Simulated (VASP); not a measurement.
A run of VASP 6.6.1 is set up as follows.

The input INCAR:

```
PREC = Accurate ; ENCUT = 520
EDIFF = 1E-6 ; ISMEAR = 0
SIGMA = 0.05 ; LREAL = False
LASPH = True ; NELM = 60
ALGO = Normal ; ISIF = 2
LWAVE = False ; LCHARG = False
GGA = PE ; NBANDS = 20
```

File KPOINTS:

```
Automatic mesh
0
Gamma
  12 12 12
```

Contents of POSCAR:

```
SnO2
1.0
    1.6571852238      0.9567763351      5.0412117607
   -1.6571852238      0.9567763351      5.0412117607
    0.0000000000     -1.9135526701      5.0412117607
Sn O
1 2
Direct
    0.5049182473      0.4950817527      0.5000000000
    0.2166363734      0.2531289750      0.2348826742
    0.7468710250      0.7833636266      0.7651173258
```

Potentials or basis: VASP PAW PBE potentials, release 64 (Sn_d, O).

Run with:

```console
$ cat potpaw_PBE.64/Sn_d/POTCAR potpaw_PBE.64/O/POTCAR > POTCAR
$ mpirun -np 1 vasp_std > vasp.out
```

**Question.** Estimate the largest force.

**Answer.** 0.746 eV/Å.

**Question.** What does it give for the band gap on the k mesh?

**Answer.** 1.56 eV, indirect (least direct gap 1.68 eV).

**Question.** What does it give for the pressure?

**Answer.** -7.7 GPa.

Stress tensor (GPa, compression positive):
```
-9.06  0.00  0.00
 0.00 -9.53  0.41
 0.00  0.41 -4.52
```

Caveat: spin-orbit coupling is left out, which moves the levels of the heavy elements. PBE gaps usually lie below the measured ones, often by a third to a half.
